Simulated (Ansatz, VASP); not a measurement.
This is a calculation of NaLa for VASP 6.6.1.

File INCAR:

```
PREC = Accurate
ENCUT = 520
EDIFF = 1E-6
ISMEAR = 0
SIGMA = 0.05
LREAL = False
LASPH = True
NELM = 60
ALGO = Normal
ISIF = 2
LWAVE = False
LCHARG = True
GGA = CA
LELF = True
LVHAR = True
NBANDS = 16
```

KPOINTS

```
Automatic mesh
0
Gamma
  9 9 4
```

File POSCAR:

```
NaLa
1.0
    3.6244306367      0.0000000000      0.0000000000
   -1.8122153183      3.1388490056      0.0000000000
    0.0000000000      0.0000000000      6.5164681077
La Na
1 1
Direct
    0.3333333333      0.6666666667      0.5000000000
    0.0000000000      0.0000000000      0.0000000000
```

Potentials or basis: VASP PAW LDA potentials, release 64 (La, Na_pv).

Launch:

```console
$ cat potpaw_LDA.64/La/POTCAR potpaw_LDA.64/Na_pv/POTCAR > POTCAR
$ mpirun -np 1 vasp_std > vasp.out
```

Problem. Set up the same calculation for Ansatz 0.2.0. Potentials there: all-electron LAPW, scalar-relativistic.

Solution. As run (the cutoff follows the program's own potentials):

File input.yaml:

```yaml
crystal:
  lattice:
    - [3.6244306367, 0.0, 0.0]
    - [-1.8122153183, 3.1388490056, 0.0]
    - [0.0, 0.0, 6.5164681077]
  atoms:
    - { symbol: La, position: [0.3333333333, 0.6666666667, 0.5] }
    - { symbol: Na, position: [0.0, 0.0, 0.0] }
kpoints:
  mp_grid: { grid: [9, 9, 4] }
scf:
  occupations: { method: gaussian, width: 0.05 }
hamiltonian:
  xc: lda
  pseudopotentials: { kind: all_electron, lapw: { basis_error: 0.001 } }
output:
  forces: true
  stress: true
  eigenvalues: true
```

Potentials or basis: all-electron LAPW, scalar-relativistic.

Run with:

```console
$ ansatz run input.yaml --threads 2 --pin off --max-ram 6144MiB --backend cpu --events-out ev --progress --plain --runs-dir out
```

Both were run:

|  | VASP | Ansatz | Ansatz less VASP |
| --- | --- | --- | --- |
| gap on the k mesh at the Fermi level (eV) | none | none | - |
| pressure (GPa) | -2.3 | -2.3 | +0.05 |
| traceless stress, the component that is largest in VASP (GPa) | 0.57 | 0.52 | -0.052 |

LDA's correlation is that of Perdew and Zunger in VASP and of Perdew and Wang (1992) in Ansatz. A gap of «none» marks a metal or a gap that the smearing closes. Ansatz ran all-electron here, and VASP with PAW potentials.

Neither program's run includes spin-orbit coupling.
